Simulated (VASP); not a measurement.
C:

```xyz
2
Lattice="0.0000 1.7798 1.7798 1.7798 0.0000 1.7798 1.7798 1.7798 0.0000" Properties=species:S:1:pos:R:3 pbc="T T T"
C     1.7798    1.7798    1.7798
C     2.6697    2.6697    2.6697
```

This cell differs from its parent crystal: volume 5.638 Å^3 an atom, c/a of the conventional cell 1.0000.

Base run:

| Quantity | Value |
| --- | --- |
| Program | VASP 6.6.1 |
| Functional | LDA |
| Potentials or basis | VASP PAW LDA potentials, release 64 (C) |
| Cutoff | 520 eV |
| k mesh | 12 × 12 × 12 |
| Occupations | gaussian, width 0.05 eV |
| Spin | no spin polarisation |

Its results: band gap on the k mesh 4.14 eV, indirect (least direct gap 5.56 eV); pressure -9.1 GPa.

The run is repeated on the same cell with these changes: potentials or basis from VASP PAW LDA potentials, release 64 (C) to VASP PAW LDA potentials, release 64 (C_h); cutoff from 520 eV to 910 eV; further incar settings from ALGO = Normal; EDIFF = 1e-07; NBANDS = 11 to ALGO = Normal; EDIFF = 1e-06; NBANDS = 11. What comes out?

Band gap on the k mesh 4.14 eV, indirect (least direct gap 5.56 eV); pressure -10.0 GPa.

Caveats: the cutoff is under 1.25 times the usual one of these potentials, so pressure, stress and relaxed cells hold a basis-set (Pulay) error (some runs).

A k mesh can miss the band edges.
